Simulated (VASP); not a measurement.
Write the native input for VASP 6.6.1 that does the following.

```
Task                   : single point
Functional             : r2SCAN
Dispersion             : rVV10
Potentials or basis    : VASP PAW PBE potentials, release 64 (Cd, Se)
Cutoff                 : 520 eV
k mesh                 : 5 × 5 × 5
Occupations            : gaussian, width 0.01 eV
Spin                   : no spin polarisation
Dipole correction      : no
Further INCAR settings : ALGO = Normal; EDIFF = 1e-06; NBANDS = 16
```

The system is CdSe.

```
CELL_PARAMETERS angstrom
0.00000 3.05174 3.05174
3.05174 0.00000 3.05174
3.05174 3.05174 0.00000
ATOMIC_POSITIONS crystal
Cd 0.00000 0.00000 0.00000
Se 0.75000 0.75000 0.75000
```

One way to write it, as run:

POSCAR

```
CdSe
1.0
    0.0000000000      3.0517416104      3.0517416104
    3.0517416104      0.0000000000      3.0517416104
    3.0517416104      3.0517416104      0.0000000000
Cd Se
1 1
Direct
    0.0000000000      0.0000000000      0.0000000000
    0.7500000000      0.7500000000      0.7500000000
```

INCAR.step1

```
PREC = Accurate
ENCUT = 520
ISMEAR = 0
SIGMA = 0.01
LREAL = False
LASPH = True
NELM = 100
NBANDS = 16
GGA = PE
ALGO = Normal
EDIFF = 1E-4
LWAVE = True
LCHARG = False
```

INCAR.step2

```
PREC = Accurate
ENCUT = 520
EDIFF = 1E-6
ISMEAR = 0
SIGMA = 0.01
LREAL = False
LASPH = True
NELM = 100
ALGO = Normal
ISIF = 2
LWAVE = False
LCHARG = False
METAGGA = R2SCAN
LMIXTAU = True
LUSE_VDW = True
IVDW_NL = 2
BPARAM = 11.95
CPARAM = 0.0093
NBANDS = 16
ISTART = 1
```

KPOINTS

```
regular mesh
0
Gamma
  5 5 5
```

Potentials or basis: VASP PAW PBE potentials, release 64 (Cd, Se).

Command:

```sh
$ cat potpaw_PBE.64/Cd/POTCAR potpaw_PBE.64/Se/POTCAR > POTCAR
$ cp INCAR.step1 INCAR
$ mpirun -np 1 vasp_std > vasp.out
$ cp INCAR.step2 INCAR
$ mpirun -np 1 vasp_std > vasp.out
```

It gave:

```json
{
 "Pressure": "0.4 GPa",
 "Band gap on the k mesh": "1.01 eV, direct"
}
```

Caveat: the PAW data sets were made with another functional, which shifts forces and pressure a little.

Run time: 2.9 min on 1 thread of AMD EPYC 7R13 (shared host), peak memory 0.29 GiB.
